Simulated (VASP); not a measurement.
Crystal: B2P3.

```
B P
1.0
     3.13361    0.00000    0.00000
    -1.56680    2.71379    0.00000
     0.00000    0.00000    7.42805
B P
2 3
Direct
  0.66667 0.33333 0.79281
  0.33333 0.66667 0.20719
  0.66667 0.33333 0.31333
  0.33333 0.66667 0.68667
  0.00000 0.00000 0.00000
```

The cell was built from a structure type or drawn by symmetry, and may not be a known phase.

* Program: VASP 6.6.1
* Task: relaxation of cell and atoms
* Functional: PBE
* Potentials or basis: VASP PAW PBE potentials, release 64 (B, P)
* Cutoff: 600 eV
* k mesh: 12 × 12 × 6
* Occupations: gaussian, width 0.1 eV
* Spin: no spin polarisation

At the start: pressure -0.4 GPa; volume 12.63 Å³/atom.

Question: Where does the relaxation end?

Answer: Over 15 steps the energy falls by 2.6 meV/atom and the volume is 12.62 Å³/atom (-0.1 %); space group P-3m1 (No. 164, to 0.1 Å) before and after.

The path:
```
step  energy change (eV)  largest force (eV/Å)  pressure (GPa)  volume (Å³)
   1              0.0000                0.1642           -0.36        63.17
   2             -0.0116                0.0503            0.17        62.90
   3             -0.0120                0.0559            0.09        62.94
   4             -0.0122                0.0379           -0.09        63.00
   5             -0.0123                0.0581           -0.37        63.09
   6             -0.0124                0.0567           -0.36        63.07
   7             -0.0126                0.0524           -0.30        63.04
   8             -0.0129                0.0439           -0.20        62.97
   9             -0.0129                0.0414           -0.16        62.95
  10             -0.0130                0.0256           -0.02        62.91
  11             -0.0130                0.0155            0.07        62.88
  12             -0.0130                0.0128            0.09        62.88
  13             -0.0130                0.0122            0.08        62.90
  14             -0.0131                0.0101            0.04        62.96
  15             -0.0131                0.0087           -0.03        63.08
```

Final structure:
```xyz
5
Lattice="3.1137 0.0000 0.0000 -1.5569 2.6965 0.0000 0.0000 0.0000 7.5132" Properties=species:S:1:pos:R:3 pbc="T T T"
B     1.5569    0.8988    5.9754
B     0.0000    1.7977    1.5378
P     1.5569    0.8988    2.3509
P     0.0000    1.7977    5.1623
P     0.0000    0.0000    0.0000
```
